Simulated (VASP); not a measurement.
TiTe2: single point with PBE

TiTe2:

```
Ti Te
1.0
     3.77700    0.00000    0.03531
    -1.88850    3.27098   -0.01766
     0.06076    0.00000    6.49800
Ti Te
1 2
Direct
  0.00000 0.00000 0.00000
  0.66667 0.33333 0.26280
  0.33333 0.66667 0.73720
```

This cell differs from its parent crystal: strain +0.0187 x Voigt [0, 0, 0, 0, 1, 0].

```
Program             : VASP 6.6.1
Task                : single point
Functional          : PBE
Potentials or basis : VASP PAW PBE potentials, release 64 (Ti_sv, Te)
Cutoff              : 520 eV
k mesh              : 12 × 12 × 8
Occupations         : gaussian, width 0.15 eV
Spin                : no spin polarisation
```

```json
{
 "Pressure": "0.9 GPa",
 "Largest force": "0.133 eV/Å",
 "Band gap on the k mesh": "zero (bands 12 and 13 overlap by 0.70 eV)"
}
```

Forces in eV/Å, atoms in the order of the input:
```
Ti   0.000  0.000  0.000
Te  -0.125  0.003  0.044
Te   0.125 -0.003 -0.044
```

Stress tensor (GPa, compression positive):
```
 0.63 -0.35 -1.06
-0.35  0.60  0.03
-1.06  0.03  1.60
```

Levels at points of the mesh, in eV from the Fermi level:
| k point | band 9 | band 10 | band 11 | band 12 | band 13 | band 14 | band 15 | band 16 |
| --- | --- | --- | --- | --- | --- | --- | --- | --- |
| (0.00, 0.00, 0.00) | -1.68 | 0.33 | 0.37 | 0.39 | 0.56 | 1.04 | 1.06 | 3.02 |
| (0.50, 0.00, 0.00) | -2.73 | -2.41 | -1.80 | -1.16 | 0.03 | 1.13 | 1.46 | 2.35 |
| (0.50, 0.50, 0.00) | -2.73 | -2.42 | -1.74 | -1.15 | -0.02 | 1.12 | 1.46 | 2.43 |
| (0.00, 0.50, 0.00) | -2.73 | -2.42 | -1.77 | -1.15 | 0.00 | 1.12 | 1.46 | 2.39 |
| (0.00, 0.00, 0.50) | -1.64 | -1.62 | 0.35 | 0.38 | 0.70 | 0.77 | 1.01 | 3.41 |
| (0.50, 0.00, 0.50) | -2.48 | -2.08 | -0.90 | -0.63 | -0.27 | 1.12 | 1.45 | 2.60 |
| (0.50, 0.50, 0.50) | -2.37 | -2.02 | -1.08 | -0.63 | -0.31 | 1.12 | 1.43 | 2.57 |
| (0.00, 0.50, 0.50) | -2.42 | -2.05 | -0.99 | -0.63 | -0.29 | 1.12 | 1.44 | 2.59 |

It took 6.2 min on 1 thread of Intel(R) Xeon(R) 6975P-C (Granite Rapids), on a shared host, peak memory 0.88 GiB.

Caveat: the cell differs from its parent crystal (strain +0.0187 x Voigt [0, 0, 0, 0, 1, 0]); spin-orbit coupling is left out, which moves the levels of the heavy elements.
